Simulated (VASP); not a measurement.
Wanted: the native input for a VASP 6.6.1 run.

* Task: relaxation of cell and atoms
* Functional: PBE
* Potentials or basis: VASP PAW PBE potentials, release 64 (Mg)
* Cutoff: 600 eV
* k mesh: 16 × 16 × 14
* Occupations: fermi-dirac, width 0.1 eV
* Spin: no spin polarisation
* Target pressure: 15 GPa
* Dipole correction: no
* Further INCAR settings: ALGO = Normal; EDIFF = 1e-07; IBRION = 2; EDIFFG = -0.005; NSW = 32; ISIF = 3

The structure of Mg lies in POSCAR:

```
Mg
1.0
    2.8277584549      0.0000000000      0.0000000000
   -1.4138792275      2.4489106577      0.0000000000
    0.0000000000      0.0000000000      2.7124876600
Mg
1
Direct
    0.0000000000      0.0000000000      0.0000000000
```

This isn't the form of Mg at room conditions, which is hcp.

The input as run:

INCAR

```
PREC = Accurate
ENCUT = 600
EDIFF = 1E-7
ISMEAR = -1
SIGMA = 0.1
LREAL = False
LASPH = True
NELM = 60
ALGO = Normal
ISIF = 3
LWAVE = False
LCHARG = False
GGA = PE
IBRION = 2
NSW = 32
EDIFFG = -0.005
PSTRESS = 150.0
```

KPOINTS

```
Automatic mesh
0
Gamma
  16 16 14
```

Potentials or basis: VASP PAW PBE potentials, release 64 (Mg).

Command:

```sh
$ cat potpaw_PBE.64/Mg/POTCAR > POTCAR
$ mpirun -np 1 vasp_std > vasp.out
```

Results of the run:

| Item | Value |
| --- | --- |
| Pressure after relaxing | 15.0 GPa |
| Band gap on the k mesh | zero (bands 1 and 2 overlap by 6.15 eV) |

Caveat: the cell is relaxed towards a set pressure, so the run minimises the enthalpy, not the energy.

Run time: 10 s on 1 thread of AMD EPYC 9R45 (Zen 5), on a shared host, peak memory 0.13 GiB.
